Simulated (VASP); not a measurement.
# Al3GaN4 (Cmm2) in VASP: notebook, part 2 of 2

VASP 6.6.1. The steps go on from the part before.

### Step 4. Single point, r2SCAN (mode 4 (254.0 1/cm) frozen in, largest displacement -0.150 Å)

The input, POSCAR:

```
Al3GaN4
1.0
    4.4012372926      0.0000000000      0.0000000000
    0.0000000000      4.4012372926      0.0000000000
    0.0000000000      0.0000000000      4.4012372926
Al Ga N
3 1 4
Direct
    0.5000000000      0.5099686707      0.0000000000
    0.5000000000      0.0340813253      0.5000000000
    0.0000000000      0.5099686707      0.5000000000
    0.0000000000     -0.0288413917      0.0000000000
    0.7352028382      0.7543353934      0.2647971618
    0.7537134822      0.2654190730      0.7537134822
    0.2647971618      0.7543353934      0.7352028382
    0.2462865178      0.2654190730      0.2462865178
```

The input, INCAR.step1:

```
PREC = Accurate
ENCUT = 520
ISMEAR = 0
SIGMA = 0.05
LREAL = False
LASPH = True
NELM = 100
NBANDS = 31
GGA = PE
ALGO = Normal
EDIFF = 1E-4
LWAVE = True
LCHARG = False
```

The input, INCAR.step2:

```
PREC = Accurate
ENCUT = 520
EDIFF = 1E-7
ISMEAR = 0
SIGMA = 0.05
LREAL = False
LASPH = True
NELM = 100
ALGO = Normal
ISIF = 2
LWAVE = False
LCHARG = False
METAGGA = R2SCAN
LMIXTAU = True
NBANDS = 31
ISTART = 1
```

The input, KPOINTS:

```
Automatic mesh
0
Gamma
  6 6 6
```

Potentials or basis: VASP PAW PBE potentials, release 64 (Al, Ga_d, N).

Started as:

```sh
$ cat potpaw_PBE.64/Al/POTCAR potpaw_PBE.64/Ga_d/POTCAR potpaw_PBE.64/N/POTCAR > POTCAR
$ cp INCAR.step1 INCAR
$ mpirun -np 1 vasp_std > vasp.out
$ cp INCAR.step2 INCAR
$ mpirun -np 1 vasp_std > vasp.out
```

OUTCAR:

```text
PREC = Accurate
   ENCUT = 520
   EDIFF = 1E-7
   ISMEAR = 0
   LREAL = False
   LASPH = True
   NELM = 100
   ISIF = 2
   METAGGA = R2SCAN
   ISTART = 1

 ion  position               nearest neighbor table
   1  0.500  0.510  0.000-   6 1.89   8 1.89   7 1.89   5 1.89   4 2.99   4 2.99   2 3.04   2 3.04
                             3 3.11   3 3.11   3 3.11   3 3.11   2 3.19   2 3.19
   2  0.500  0.034  0.500-   6 1.88   8 1.88   7 1.91   5 1.91   1 3.04   3 3.04   1 3.04   3 3.04
                             4 3.12   4 3.12   4 3.12   4 3.12   1 3.19   3 3.19   1 3.19   3 3.19
[... 1037 lines left out ...]
  in kB        3.1941698     -8.4952786      3.1941698      0.0000000     -0.0000000    -14.0734939
  external PRESSURE =      -0.7023130 kB  Pullay stress =       0.0000000 kB

 VOLUME and BASIS-vectors are now :
 -----------------------------------------------------------------------------
  energy-cutoff  :      520.00
  volume of cell :       85.26
      direct lattice vectors                 reciprocal lattice vectors
     4.401237293  0.000000000  0.000000000     0.227208835  0.000000000  0.000000000
     0.000000000  4.401237293  0.000000000     0.000000000  0.227208835  0.000000000
     0.000000000  0.000000000  4.401237293     0.000000000  0.000000000  0.227208835

 POSITION                                       TOTAL-FORCE (eV/Angst)
 -----------------------------------------------------------------------------------
      2.20062      2.24449      0.00000         0.000000     -0.281178      0.000000
      2.20062      0.15000      2.20062         0.000000     -0.963271      0.000000
      0.00000      2.24449      2.20062         0.000000     -0.281178     -0.000000
      0.00000      4.27430      0.00000         0.000000      2.065251      0.000000
      3.23580      3.32001      1.16544         0.075379     -0.178417     -0.075379
      3.31727      1.16817      3.31727        -0.202659     -0.091395     -0.202659
      1.16544      3.32001      3.23580        -0.075379     -0.178417      0.075379
      1.08397      1.16817      1.08397         0.202659     -0.091395      0.202659
 -----------------------------------------------------------------------------------
    total drift:                                0.000000      0.012973     -0.000006

  FREE ENERGIE OF THE ION-ELECTRON SYSTEM (eV)
  ---------------------------------------------------
  free  energy   TOTEN  =       -79.1859202224 eV

  energy  without entropy=      -79.1859202224  energy(sigma->0) =      -79.18592022
```

OSZICAR.step1:

```text
N       E                     dE             d eps       ncg     rms          rms(c)
DAV:   1     0.332946575103E+03    0.33295E+03   -0.19286E+04  3546   0.171E+03
DAV:   2    -0.186952133134E+02   -0.35164E+03   -0.32665E+03  3827   0.465E+02
DAV:   3    -0.638967595318E+02   -0.45202E+02   -0.44532E+02  3711   0.129E+02
DAV:   4    -0.656936648878E+02   -0.17969E+01   -0.17908E+01  4370   0.291E+01
DAV:   5    -0.657361394412E+02   -0.42475E-01   -0.42449E-01  3907   0.406E+00    0.169E+01
DAV:   6    -0.562730628696E+02    0.94631E+01   -0.29303E+01  5132   0.531E+01    0.555E+00
DAV:   7    -0.564632872134E+02   -0.19022E+00   -0.31000E+00  3837   0.108E+01    0.405E+00
DAV:   8    -0.564549477973E+02    0.83394E-02   -0.43413E-01  4474   0.600E+00    0.102E+00
DAV:   9    -0.564241463040E+02    0.30801E-01   -0.10134E-01  4997   0.410E+00    0.522E-01
DAV:  10    -0.564235797700E+02    0.56653E-03   -0.15388E-02  3957   0.683E-01    0.188E-01
DAV:  11    -0.564239451164E+02   -0.36535E-03   -0.10184E-03  4718   0.253E-01    0.230E-02
DAV:  12    -0.564239522238E+02   -0.71074E-05   -0.99831E-05  2603   0.788E-02
   1 F= -.56423952E+02 E0= -.56423952E+02  d E =-.570986E-14
```

Run time: 3.2 min. Hardware: 1 thread of Intel Xeon 6975P-C (Granite Rapids), shared host; peak memory 0.29 GiB.

Results:

| Quantity | Value |
| --- | --- |
| Free energy | -79.1859 eV |
| Pressure | -0.1 GPa |
| Largest force | 2.065 eV/Å |
| Band gap on the k mesh | 3.76 eV, indirect (least direct gap 3.77 eV) |

Forces in eV/Å, atoms in the order of the input:
```
Al   0.000 -0.281  0.000
Al   0.000 -0.963  0.000
Al   0.000 -0.281  0.000
Ga   0.000  2.065  0.000
N    0.075 -0.178 -0.075
N   -0.203 -0.091 -0.203
N   -0.075 -0.178  0.075
N    0.203 -0.091  0.203
```

Stress tensor (GPa, compression positive):
```
 0.32  0.00 -1.41
 0.00 -0.85  0.00
-1.41  0.00  0.32
```

Caveat: the cell differs from its parent crystal (mode 4 (254.0 1/cm) frozen in, largest displacement -0.150 Å); the PAW data sets were made with another functional, which shifts forces and pressure a little. A k mesh can miss the band edges.

### Step 5. Single point, r2SCAN (mode 4 (254.0 1/cm) frozen in, largest displacement +0.075 Å)

The input, POSCAR:

```
Al3GaN4
1.0
    4.4012372926      0.0000000000      0.0000000000
    0.0000000000      4.4012372926      0.0000000000
    0.0000000000      0.0000000000      4.4012372926
Al Ga N
3 1 4
Direct
    0.5000000000      0.4950156646      0.0000000000
    0.5000000000     -0.0170406627      0.5000000000
    0.0000000000      0.4950156646      0.5000000000
    0.0000000000      0.0144206959      0.0000000000
    0.7490858212      0.7395195436      0.2509141788
    0.7398304992      0.2506032232      0.7398304992
    0.2509141788      0.7395195436      0.7490858212
    0.2601695008      0.2506032232      0.2601695008
```

The input, INCAR.step1:

```
SYSTEM = Al3GaN4
PREC = Accurate
ENCUT = 520
ISMEAR = 0
SIGMA = 0.05
LREAL = .False.
LASPH = .True.
NELM = 80
NBANDS = 31
GGA = PE
ALGO = Normal
EDIFF = 1E-4
LWAVE = .True.
LCHARG = .False.
```

The input, INCAR.step2:

```
SYSTEM = Al3GaN4
PREC = Accurate
ENCUT = 520
EDIFF = 1E-6
ISMEAR = 0
SIGMA = 0.05
LREAL = .False.
LASPH = .True.
NELM = 80
ALGO = Normal
ISIF = 2
LWAVE = .False.
LCHARG = .False.
METAGGA = R2SCAN
LMIXTAU = .True.
NBANDS = 31
ISTART = 1
```

The input, KPOINTS:

```
regular mesh
0
Gamma
  6 6 6
  0 0 0
```

Potentials or basis: VASP PAW PBE potentials, release 64 (Al, Ga_d, N).

Started as:

```sh
$ cat potpaw_PBE.64/Al/POTCAR potpaw_PBE.64/Ga_d/POTCAR potpaw_PBE.64/N/POTCAR > POTCAR
$ cp INCAR.step1 INCAR
$ mpirun -np 1 vasp_std > vasp.out
$ cp INCAR.step2 INCAR
$ mpirun -np 1 vasp_std > vasp.out
```

OUTCAR:

```text
SYSTEM = Al3GaN4
   PREC = Accurate
   ENCUT = 520
   EDIFF = 1E-6
   ISMEAR = 0
   LREAL = .False.
   LASPH = .True.
   NELM = 80
   ISIF = 2
   METAGGA = R2SCAN
   ISTART = 1

 ion  position               nearest neighbor table
   1  0.500  0.495  0.000-   5 1.89   7 1.89   6 1.89   8 1.89   4 3.05   4 3.05   2 3.07   2 3.07
                             3 3.11   3 3.11   3 3.11   3 3.11   2 3.15   2 3.15
   2  0.500  0.983  0.500-   5 1.88   7 1.88   6 1.90   8 1.90   1 3.07   3 3.07   1 3.07   3 3.07
                             4 3.12   4 3.12   4 3.12   4 3.12   3 3.15   1 3.15   3 3.15   1 3.15
   3  0.000  0.495  0.500-   5 1.89   7 1.89   6 1.89   8 1.89   4 3.05   4 3.05   2 3.07   2 3.07
                             1 3.11   1 3.11   1 3.11   1 3.11   2 3.15   2 3.15
   4  0.000  0.014  0.000-   6 1.92   8 1.92   7 1.98   5 1.98   1 3.05   3 3.05   3 3.05   1 3.05
                             2 3.12   2 3.12   2 3.12   2 3.12
   5  0.749  0.740  0.251-   2 1.88   1 1.89   3 1.89   4 1.98
   6  0.740  0.251  0.740-   1 1.89   3 1.89   2 1.90   4 1.92
   7  0.251  0.740  0.749-   2 1.88   1 1.89   3 1.89   4 1.98
   8  0.260  0.251  0.260-   1 1.89   3 1.89   2 1.90   4 1.92

  LATTYP: Found a simple cubic cell.
 ALAT       =     4.4012372926

  Lattice vectors:

 A1 = (   4.4012372926,   0.0000000000,   0.0000000000)
 A2 = (   0.0000000000,   4.4012372926,   0.0000000000)
 A3 = (   0.0000000000,   0.0000000000,   4.4012372926)

Analysis of symmetry for initial positions (statically):
=====================================================================
 Subroutine PRICEL returns:
 Original cell was already a primitive cell.

 Routine SETGRP: Setting up the symmetry group for a
 simple cubic supercell.

 Subroutine GETGRP returns: Found  4 space group operations
 (whereof  4 operations were pure point group operations)
 out of a pool of 48 trial point group operations.

The static configuration has the point symmetry C_2v.

Analysis of symmetry for dynamics (positions and initial velocities):
=====================================================================
 Subroutine PRICEL returns:
 Original cell was already a primitive cell.

 Routine SETGRP: Setting up the symmetry group for a
 simple cubic supercell.

 Subroutine GETGRP returns: Found  4 space group operations
 (whereof  4 operations were pure point group operations)
 out of a pool of 48 trial point group operations.

The dynamic configuration has the point symmetry C_2v.

 Subroutine INISYM returns: Found  4 space group operations
 (whereof  4 operations are pure point group operations),
 and found     1 'primitive' translations

----------------------------------------------------------------------------------------

                                     Primitive cell

  volume of cell :      85.2559

  direct lattice vectors                    reciprocal lattice vectors
     4.401237293  0.000000000  0.000000000     0.227208835  0.000000000  0.000000000
     0.000000000  4.401237293  0.000000000     0.000000000  0.227208835  0.000000000
     0.000000000  0.000000000  4.401237293     0.000000000  0.000000000  0.227208835

  length of vectors
     4.401237293  4.401237293  4.401237293     0.227208835  0.227208835  0.227208835

  position of ions in fractional coordinates (direct lattice)
     0.500000000  0.495015665  0.000000000
     0.500000000  0.982959337  0.500000000
     0.000000000  0.495015665  0.500000000
     0.000000000  0.014420696  0.000000000
[... 49 lines left out ...]
  0.500000  0.000000  0.000000      2.000000
[... 16 lines left out ...]
  0.333333  0.000000  0.500000      4.000000
  0.500000  0.500000  0.000000      2.000000
 [... further k-points ...]
   k-points           NKPTS =     52   k-points in BZ     NKDIM =     52   number of bands    NBANDS=     31
   number of dos      NEDOS =    301   number of ions     NIONS =      8
   total plane-waves  NPLWV =  46656
   dimension x,y,z NGX =    36 NGY =   36 NGZ =   36
   dimension x,y,z NGXF=    72 NGYF=   72 NGZF=   72
   ions per type =               3   1   4
   NGX,Y,Z   is equivalent  to a cutoff of  13.60, 13.60, 13.60 a.u.
   NGXF,Y,Z  is equivalent  to a cutoff of  27.20, 27.20, 27.20 a.u.
 SYSTEM =  Al3GaN4
   PREC   = accura    normal or accurate (medium, high low for compatibility)
   ISTART =      1    job   : 0-new  1-cont  2-samecut
   ICHARG =      0    charge: 1-file 2-atom 10-const
   ISPIN  =      1    spin polarized calculation?
   LNONCOLLINEAR =      F non collinear calculations
   LSORBIT =      F    spin-orbit coupling
   LASPH  =      T    aspherical Exc in radial PAW
   ENCUT  =  520.0 eV  38.22 Ry    6.18 a.u.   8.18  8.18  8.18*2*pi/ulx,y,z
   NELM   =     80;   NELMIN=  2; NELMDL=  0     # of ELM steps
   EDIFF  = 0.1E-05   stopping-criterion for ELM
   LREAL  =      F    real-space projection
   EDIFFG = 0.1E-04   stopping-criterion for IOM
   NSW    =      0    number of steps for IOM
   IBRION =     -1    ionic relax: 0-MD 1-quasi-New 2-CG
   NFREE  =      0    steps in history (QN), initial steepest desc. (CG)
   ISIF   =      2    stress and relaxation
   ISYM   =      2    0-nonsym 1-usesym 2-fastsym
   POTIM  = 0.5000    time-step for ionic-motion
   TEBEG  =    0.0;   TEEND  =   0.0 temperature during run
   PSTRESS=    0.0 pullay stress
   NELECT =      42.0000    total number of electrons
   NUPDOWN=      -1.0000    fix difference up-down
   EMIN   =  10.00;   EMAX   =-10.00  energy-range for DOS
   EFERMI =   0.00;   METHOD = LEGACY
   ISMEAR =     0;   SIGMA  =   0.05  broadening in eV -4-tet -1-fermi 0-gaus
   EFERMI_NEDOS =   21; number of points for ismear=-14 and -15
   IALGO  =     38    algorithm
   IMIX   =      4    mixing-type and parameters
     AMIX     =   0.40;   BMIX     =  1.00
     AMIX_MAG =   1.60;   BMIX_MAG =  1.00
  volume/ion in A,a.u.               =      10.66        71.92
  Fermi-wavevector in a.u.,A,eV,Ry     =   1.292954  2.443329 22.745275  1.671731
  Thomas-Fermi vector in A             =   2.424630
   LORBIT       =      0    0 simple, 1 ext, 2 COOP (PROOUT), +10 PAW based schemes
   METAGGA = R2SCAN    functional components
   LHFCALC =     F    Hartree Fock is set to
   AEXX    =    0.0000 exact exchange contribution
   IVDW    =     0    specifies the selected vdW correction
   LEPSILON=     F    determine dielectric tensor
   LRPA    =     F    only Hartree local field effects (RPA)
 non-spin polarized calculation
 Gauss-broadening in eV      SIGMA  =   0.05
  energy-cutoff  :      520.00
  volume of cell :       85.26
 maximum number of plane-waves:      2320
 NGX is ok and might be reduce to    36
   NGX = 17   NGY = 17   NGZ = 17

 number of electron      41.9999984 magnetization

 Free energy of the ion-electron system (eV)
  ---------------------------------------------------
  ext. energy  EPLUGINS =         0.00000000
  ---------------------------------------------------
  free energy    TOTEN  =       -79.37395796 eV

  energy without entropy =      -79.37395796  energy(sigma->0) =      -79.37395796

 E-fermi :   5.7160     XC(G=0): -11.7556

 val. band max:        5.4988965581   @ k =   0.1667   0.0000   0.1667
 cond. band min:       9.3972623343   @ k =   0.0000   0.0000   0.0000
 fundamental gap:      3.8983657761
 Fermi energy:         5.7159914172

 k-point     1 :       0.0000    0.0000    0.0000
  band No.  band energies     occupation
      1     -10.4875      2.00000
      2      -8.6458      2.00000
      3      -8.5746      2.00000
      4      -8.4885      2.00000
      5      -7.4845      2.00000
      6      -7.4830      2.00000
[... 805 lines left out ...]
     30      16.7639      0.00000
     31      17.7808      0.00000

 [... further k-points ...]
[... 5 lines left out ...]
  --------------------------------------------------------------------------------------
  -------------------------------------------------------------------------------------
  Total        0.0387836     -0.1196186      0.0387836      0.0000000      0.0000000      0.3914084
  in kB        0.7288427     -2.2479408      0.7288427      0.0000000      0.0000000      7.3555710
  external PRESSURE =      -0.2634185 kB  Pullay stress =       0.0000000 kB

 VOLUME and BASIS-vectors are now :
 -----------------------------------------------------------------------------
  energy-cutoff  :      520.00
  volume of cell :       85.26
      direct lattice vectors                 reciprocal lattice vectors
     4.401237293  0.000000000  0.000000000     0.227208835  0.000000000  0.000000000
     0.000000000  4.401237293  0.000000000     0.000000000  0.227208835  0.000000000
     0.000000000  0.000000000  4.401237293     0.000000000  0.000000000  0.227208835

 POSITION                                       TOTAL-FORCE (eV/Angst)
 -----------------------------------------------------------------------------------
      2.20062      2.17868      0.00000        -0.000000      0.142129     -0.000000
      2.20062      4.32624      2.20062         0.000000      0.484623      0.000000
      0.00000      2.17868      2.20062         0.000000      0.142129      0.000000
      0.00000      0.06347      0.00000         0.000000     -1.059706      0.000000
      3.29690      3.25480      1.10433        -0.114292      0.029597      0.114292
      3.25617      1.10296      3.25617         0.016519      0.115815      0.016519
      1.10433      3.25480      3.29690         0.114292      0.029597     -0.114292
      1.14507      1.10296      1.14507        -0.016519      0.115815     -0.016519
 -----------------------------------------------------------------------------------
    total drift:                                0.000000     -0.008620      0.000001

  FREE ENERGIE OF THE ION-ELECTRON SYSTEM (eV)
  ---------------------------------------------------
  free  energy   TOTEN  =       -79.3739579569 eV

  energy  without entropy=      -79.3739579569  energy(sigma->0) =      -79.37395796
```

It took 2.9 min on 1 thread of Intel Xeon 6975P-C (Granite Rapids), shared host; peak memory 0.29 GiB.

What came out:

```
Free energy            : -79.3740 eV
Pressure               : 0.0 GPa
Largest force          : 1.060 eV/Å
Band gap on the k mesh : 3.90 eV, indirect (the least direct gap lies 3.1 meV higher)
```

Forces in eV/Å, atoms in the order of the input:
```
Al   0.000  0.142  0.000
Al   0.000  0.485  0.000
Al   0.000  0.142  0.000
Ga   0.000 -1.060  0.000
N   -0.114  0.030  0.114
N    0.017  0.116  0.017
N    0.114  0.030 -0.114
N   -0.017  0.116 -0.017
```

Stress tensor (GPa, compression positive):
```
 0.07  0.00  0.74
 0.00 -0.22  0.00
 0.74  0.00  0.07
```

Caveat: the cell differs from its parent crystal (mode 4 (254.0 1/cm) frozen in, largest displacement +0.075 Å); the PAW data sets were made with another functional, which shifts forces and pressure a little. A k mesh can miss the band edges.
